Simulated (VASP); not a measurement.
HfO2:

```xyz
6
Lattice="3.7540 0.0000 0.0000 0.0000 3.7540 0.0000 0.0000 0.0000 5.4169" Properties=species:S:1:pos:R:3 pbc="T T T"
O     0.0000    1.8770    1.0888
O     0.0000    1.8770    3.7973
O     1.8770    0.0000    1.6197
O     1.8770    0.0000    4.3281
Hf    0.0000    0.0000    0.0000
Hf    1.8770    1.8770    2.7085
```

```yaml
Program: VASP 6.6.1
Task: relaxation of cell and atoms
Functional: PBE
Potentials_or_basis: VASP PAW PBE potentials, release 64 (O, Hf_pv)
Cutoff: 600 eV
k_mesh: 5 × 5 × 4
Occupations: fermi-dirac, width 0.1 eV
Spin: no spin polarisation
```

At the start: pressure -24.8 GPa; volume 12.72 Å³/atom.

**Question.** How do energy, volume and symmetry change on relaxing?

**Answer.** Over 11 steps the energy falls by 140.5 meV/atom and the volume is 11.20 Å³/atom (-12.0 %); space group P4_2/nmc (No. 137, to 0.1 Å) before and after.

Step by step:
```csv
step,energy change (eV),largest force (eV/Å),pressure (GPa),volume (Å³)
1,0.0000,0.6326,-24.79,76.34
2,0.9093,1.2099,61.06,56.58
3,-0.8391,0.0995,-1.35,67.31
4,-0.8407,0.0749,-0.30,67.01
5,-0.8407,0.0605,0.39,66.83
6,-0.8415,0.0591,-0.33,67.06
7,-0.8415,0.0590,-0.33,67.06
8,-0.8421,0.0363,-0.05,67.04
9,-0.8424,0.0148,0.20,67.01
10,-0.8431,0.0112,0.07,67.11
11,-0.8433,0.0090,-0.02,67.19
```

Final structure:
```cif
data_structure
_symmetry_space_group_name_H-M 'P 1'
_symmetry_Int_Tables_number 1
_cell_length_a 3.5868
_cell_length_b 3.5868
_cell_length_c 5.2226
_cell_angle_alpha 90.000
_cell_angle_beta 90.000
_cell_angle_gamma 90.000
_cell_volume 67.19
loop_
_atom_site_label
_atom_site_type_symbol
_atom_site_fract_x
_atom_site_fract_y
_atom_site_fract_z
_atom_site_occupancy
O1 O 0.00000 0.50000 0.19565 1
O2 O 0.00000 0.50000 0.69565 1
O3 O 0.50000 0.00000 0.30435 1
O4 O 0.50000 0.00000 0.80435 1
Hf1 Hf 0.00000 0.00000 0.00000 1
Hf2 Hf 0.50000 0.50000 0.50000 1
```
